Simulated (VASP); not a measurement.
# MnO (Fm-3m) in VASP: further runs, part 2 of 2

VASP 6.6.1. Earlier steps stand in the parts before.

### 4 Single point, PBE, collinear spin, ferromagnetic start

INCAR reads:

```
SYSTEM = MnO
ALGO = Normal ; EDIFF = 1E-6
ENCUT = 700 ; GGA = PE
GGA_COMPAT = .False. ; ISIF = 2
ISMEAR = -1 ; ISPIN = 2
LASPH = .True. ; LCHARG = .False.
LMAXMIX = 4 ; LORBIT = 11
LREAL = .False. ; LWAVE = .False.
MAGMOM = 5 0 ; NBANDS = 22
NELM = 200 ; NUPDOWN = 5.0
PREC = Accurate ; SIGMA = 0.05
```

KPOINTS reads:

```
k-points
0
Gamma
  9 9 9
  0 0 0
```

POSCAR reads:

```
MnO
1.0
    0.0000000000      2.2220003300      2.2220003300
    2.2220003300      0.0000000000      2.2220003300
    2.2220003300      2.2220003300      0.0000000000
Mn O
1 1
Direct
    0.0000000000      0.0000000000      0.0000000000
    0.5000000000      0.5000000000      0.5000000000
```

Potentials or basis: VASP PAW PBE potentials, release 64 (Mn_sv, O).

Launch:

```
> cat potpaw_PBE.64/Mn_sv/POTCAR potpaw_PBE.64/O/POTCAR > POTCAR
> mpirun -np 1 vasp_std > vasp.out
```

OUTCAR:

```text
SYSTEM = MnO
   EDIFF = 1E-6
   ENCUT = 700
   GGA = PE
   ISIF = 2
   ISMEAR = -1
   ISPIN = 2
   LASPH = .True.
   LORBIT = 11
   LREAL = .False.
   NELM = 200
   NUPDOWN = 5.0
   PREC = Accurate

 ion  position               nearest neighbor table
   1  0.000  0.000  0.000-   2 2.22   2 2.22   2 2.22   2 2.22   2 2.22   2 2.22
   2  0.500  0.500  0.500-   1 2.22   1 2.22   1 2.22   1 2.22   1 2.22   1 2.22

  LATTYP: Found a face centered cubic cell.
 ALAT       =     4.4440006600

  Lattice vectors:

 A1 = (   0.0000000000,   2.2220003300,   2.2220003300)
 A2 = (   2.2220003300,   0.0000000000,   2.2220003300)
 A3 = (   2.2220003300,   2.2220003300,   0.0000000000)

Analysis of symmetry for initial positions (statically):
=====================================================================
 Subroutine PRICEL returns:
 Original cell was already a primitive cell.

 Routine SETGRP: Setting up the symmetry group for a
 face centered cubic supercell.

 Subroutine GETGRP returns: Found 48 space group operations
 (whereof 48 operations were pure point group operations)
 out of a pool of 48 trial point group operations.

The static configuration has the point symmetry O_h .

Analysis of symmetry for dynamics (positions and initial velocities):
=====================================================================
 Subroutine PRICEL returns:
 Original cell was already a primitive cell.

 Routine SETGRP: Setting up the symmetry group for a
 face centered cubic supercell.

 Subroutine GETGRP returns: Found 48 space group operations
 (whereof 48 operations were pure point group operations)
 out of a pool of 48 trial point group operations.

The dynamic configuration has the point symmetry O_h .

Analysis of structural, dynamic, and magnetic symmetry:
=====================================================================
 Subroutine PRICEL returns:
 Original cell was already a primitive cell.

 Routine SETGRP: Setting up the symmetry group for a
 face centered cubic supercell.

 Subroutine GETGRP returns: Found 48 space group operations
 (whereof 48 operations were pure point group operations)
 out of a pool of 48 trial point group operations.

The overall configuration has the point symmetry O_h .

 Subroutine INISYM returns: Found 48 space group operations
 (whereof 48 operations are pure point group operations),
 and found     1 'primitive' translations

----------------------------------------------------------------------------------------

                                     Primitive cell

  volume of cell :      21.9413

  direct lattice vectors                    reciprocal lattice vectors
     0.000000000  2.222000330  2.222000330    -0.225022469  0.225022469  0.225022469
     2.222000330  0.000000000  2.222000330     0.225022469 -0.225022469  0.225022469
     2.222000330  2.222000330  0.000000000     0.225022469  0.225022469 -0.225022469

  length of vectors
     3.142383002  3.142383002  3.142383002     0.389750349  0.389750349  0.389750349

  position of ions in fractional coordinates (direct lattice)
     0.000000000  0.000000000  0.000000000
     0.500000000  0.500000000  0.500000000

  ion indices of the primitive-cell ions
[... 65 lines left out ...]
 SYSTEM =  MnO
   PREC   = accura    normal or accurate (medium, high low for compatibility)
   ISTART =      0    job   : 0-new  1-cont  2-samecut
   ICHARG =      2    charge: 1-file 2-atom 10-const
   ISPIN  =      2    spin polarized calculation?
   LNONCOLLINEAR =      F non collinear calculations
   LSORBIT =      F    spin-orbit coupling
   LASPH  =      T    aspherical Exc in radial PAW
   ENCUT  =  700.0 eV  51.45 Ry    7.17 a.u.   6.78  6.78  6.78*2*pi/ulx,y,z
   NELM   =    200;   NELMIN=  2; NELMDL= -5     # of ELM steps
   EDIFF  = 0.1E-05   stopping-criterion for ELM
   LREAL  =      F    real-space projection
   EDIFFG = 0.1E-04   stopping-criterion for IOM
   NSW    =      0    number of steps for IOM
   IBRION =     -1    ionic relax: 0-MD 1-quasi-New 2-CG
   NFREE  =      0    steps in history (QN), initial steepest desc. (CG)
   ISIF   =      2    stress and relaxation
   ISYM   =      2    0-nonsym 1-usesym 2-fastsym
   POTIM  = 0.5000    time-step for ionic-motion
   TEBEG  =    0.0;   TEEND  =   0.0 temperature during run
   PSTRESS=    0.0 pullay stress
   NELECT =      21.0000    total number of electrons
   NUPDOWN=       5.0000    fix difference up-down
   EMIN   =  10.00;   EMAX   =-10.00  energy-range for DOS
   EFERMI =   0.00;   METHOD = LEGACY
   ISMEAR =    -1;   SIGMA  =   0.05  broadening in eV -4-tet -1-fermi 0-gaus
   EFERMI_NEDOS =   21; number of points for ismear=-14 and -15
   IALGO  =     38    algorithm
   IMIX   =      4    mixing-type and parameters
     AMIX     =   0.40;   BMIX     =  1.00
     AMIX_MAG =   1.60;   BMIX_MAG =  1.00
  volume/ion in A,a.u.               =      10.97        74.03
  Fermi-wavevector in a.u.,A,eV,Ry     =   1.613345  3.048779 35.414344  2.602881
  Thomas-Fermi vector in A             =   2.708429
   LORBIT       =     11    0 simple, 1 ext, 2 COOP (PROOUT), +10 PAW based schemes
   GGA     = PE    functional components
   LHFCALC =     F    Hartree Fock is set to
   AEXX    =    0.0000 exact exchange contribution
   IVDW    =     0    specifies the selected vdW correction
   LEPSILON=     F    determine dielectric tensor
   LRPA    =     F    only Hartree local field effects (RPA)
 spin polarized calculation
  energy-cutoff  :      700.00
  volume of cell :       21.94
 maximum number of plane-waves:       944
   NGX = 13   NGY = 13   NGZ = 13

 number of electron      21.0000009 magnetization       5.0000004

 Free energy of the ion-electron system (eV)
  ---------------------------------------------------
  ext. energy  EPLUGINS =         0.00000000
  ---------------------------------------------------
  free energy    TOTEN  =       -16.43697578 eV

  energy without entropy =      -16.43525103  energy(sigma->0) =      -16.43611340

 E-fermi :   7.0169     XC(G=0): -11.8948

 val. band max:        9.5843281150   @ k =   0.1111   0.0000   0.0000
 cond. band min:       8.6243483422   @ k =   0.4444   0.4444   0.0000
 fundamental gap:     -0.9599797728
 Fermi energy:         9.5853584942

 spin component 1

 k-point     1 :       0.0000    0.0000    0.0000
  band No.  band energies     occupation
      1     -72.3266      1.00000
      2     -41.0662      1.00000
      3     -41.0662      1.00000
      4     -41.0662      1.00000
      5     -10.9396      1.00000
      6       5.5949      1.00000
[... 589 lines left out ...]
     21      37.3190      0.00000
     22      37.3190      0.00000

 [... further k-points ...]

 spin component 2

 k-point     1 :       0.0000    0.0000    0.0000
  band No.  band energies     occupation
      1     -67.4046      1.00000
      2     -36.2321      1.00000
      3     -36.2321      1.00000
      4     -36.2321      1.00000
      5     -10.4181      1.00000
      6       6.0545      1.00000
[... 589 lines left out ...]
     21      37.7035      0.00000
     22      37.7035      0.00000

 [... further k-points ...]

------------------------ aborting loop because EDIFF is reached ----------------------------------------

  FORCE on cell =-STRESS in cart. coord.  units (eV):
  Direction    XX          YY          ZZ          XY          YZ          ZX
  --------------------------------------------------------------------------------------
  -------------------------------------------------------------------------------------
  Total        0.6164366      0.6164366      0.6164366     -0.0000000     -0.0000000      0.0000000
  in kB       45.0128658     45.0128658     45.0128658     -0.0000000     -0.0000000      0.0000000
  external PRESSURE =      45.0128658 kB  Pullay stress =       0.0000000 kB

 VOLUME and BASIS-vectors are now :
 -----------------------------------------------------------------------------
  energy-cutoff  :      700.00
  volume of cell :       21.94
      direct lattice vectors                 reciprocal lattice vectors
     0.000000000  2.222000330  2.222000330    -0.225022469  0.225022469  0.225022469
     2.222000330  0.000000000  2.222000330     0.225022469 -0.225022469  0.225022469
     2.222000330  2.222000330  0.000000000     0.225022469  0.225022469 -0.225022469

 POSITION                                       TOTAL-FORCE (eV/Angst)
 -----------------------------------------------------------------------------------
      0.00000      0.00000      0.00000        -0.000000      0.000000     -0.000000
      2.22200      2.22200      2.22200         0.000000     -0.000000      0.000000
 -----------------------------------------------------------------------------------
    total drift:                                0.000000      0.000000      0.000000

  FREE ENERGIE OF THE ION-ELECTRON SYSTEM (eV)
  ---------------------------------------------------
  free  energy   TOTEN  =       -16.4369757801 eV

  energy  without entropy=      -16.4352510265  energy(sigma->0) =      -16.43611340

 total charge

# of ion       s       p       d       tot
------------------------------------------
    1        2.117   6.015   4.683  12.815
    2        1.556   3.432   0.000   4.988
--------------------------------------------------
tot          3.673   9.447   4.683  17.803

 magnetization (x)

# of ion       s       p       d       tot
------------------------------------------
    1        0.026   0.015   4.259   4.300
    2        0.032   0.211   0.000   0.243
--------------------------------------------------
tot          0.058   0.226   4.259   4.543
```

It took 68 s on 1 thread of AMD EPYC 7R13 (Zen 3), shared host; peak memory 0.16 GiB.

Results:

| Item | Value |
| --- | --- |
| Free energy | -16.4370 eV |
| Pressure | 4.5 GPa |
| Net moment | 5.00 μB per cell |
| Site moments | Mn +4.30; O +0.24 μB |
| Valence electrons inside the program's atomic spheres | Mn 12.81; O 4.99 |

Caveat: the cell stands under pressure; the total moment is fixed, so each spin has its own Fermi level and the state may be an excited one; a cell with one magnetic atom can't hold antiferromagnetic order, which such compounds often take.

### 5 Overview

| fixed moment (μB) | pressure (GPa) | moment (μB) |
| --- | --- | --- |
| 4.0 | -13.2 | 4.00 |
| 6.0 | 37.5 | 6.00 |
| 5.0 | 4.5 | 5.00 |

Alike in all rows: task single point; level PBE; potentials or basis VASP PAW PBE potentials, release 64 (Mn_sv, O); spin collinear, ferromagnetic start; cell as given; k mesh 9 × 9 × 9; cutoff (eV) 700; smearing fermi-dirac 0.05 eV.

Caveats: the total moment is fixed, so each spin has its own Fermi level and the state may be an excited one; a cell with one magnetic atom can't hold antiferromagnetic order, which such compounds often take; the cell stands under pressure (at least some runs); the cell stands under tension (at least some runs).

Absolute energies hang on the potentials; compare differences alone.
